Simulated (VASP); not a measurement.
A run of VASP 6.6.1 is set up as follows.

The input POSCAR:

```
AlN
1.0
    0.0000000000      2.1619352184      2.2083864800
    2.1619352184      0.0000000000      2.2083864800
    2.1619352184      2.1619352184      0.0000000000
Al N
1 1
Direct
    0.0000000000      0.0000000000      0.0000000000
    0.2500000000      0.2500000000      0.2500000000
```

File INCAR.step1:

```
SYSTEM = AlN
ALGO = Normal
EDIFF = 1E-4
ENCUT = 520
GGA = PE
ISMEAR = 0
LASPH = .TRUE.
LCHARG = .FALSE.
LREAL = .FALSE.
LWAVE = .TRUE.
NBANDS = 11
NELM = 100
PREC = Accurate
SIGMA = 0.01
```

INCAR.step2

```
SYSTEM = AlN
ALGO = Normal
EDIFF = 1E-6
ENCUT = 520
ISIF = 2
ISMEAR = 0
ISTART = 1
LASPH = .TRUE.
LCHARG = .TRUE.
LELF = .TRUE.
LMIXTAU = .TRUE.
LREAL = .FALSE.
LVHAR = .TRUE.
LWAVE = .FALSE.
METAGGA = R2SCAN
NBANDS = 11
NELM = 100
PREC = Accurate
SIGMA = 0.01
```

KPOINTS

```
k-points
0
G
  10 10 10
  0 0 0
```

Potentials or basis: VASP PAW PBE potentials, release 64 (Al, N).

Run with:

```bash
$ cat potpaw_PBE.64/Al/POTCAR potpaw_PBE.64/N/POTCAR > POTCAR
$ cp INCAR.step1 INCAR
$ mpirun -np 1 vasp_std > vasp.out
$ cp INCAR.step2 INCAR
$ mpirun -np 1 vasp_std > vasp.out
```

Question: Predict the band gap on the k mesh.

Answer: 3.88 eV, indirect (least direct gap 4.94 eV).

Question: What does it give for the pressure?

Answer: 1.8 GPa.

Stress tensor (GPa, compression positive):
```
 2.92  0.00  0.00
 0.00  2.92  0.00
 0.00  0.00 -0.39
```

Caveat: the cell differs from its parent crystal (epitaxial xy strain -1.1%); the PAW data sets were made with another functional, which shifts forces and pressure a little. A k mesh can miss the band edges.
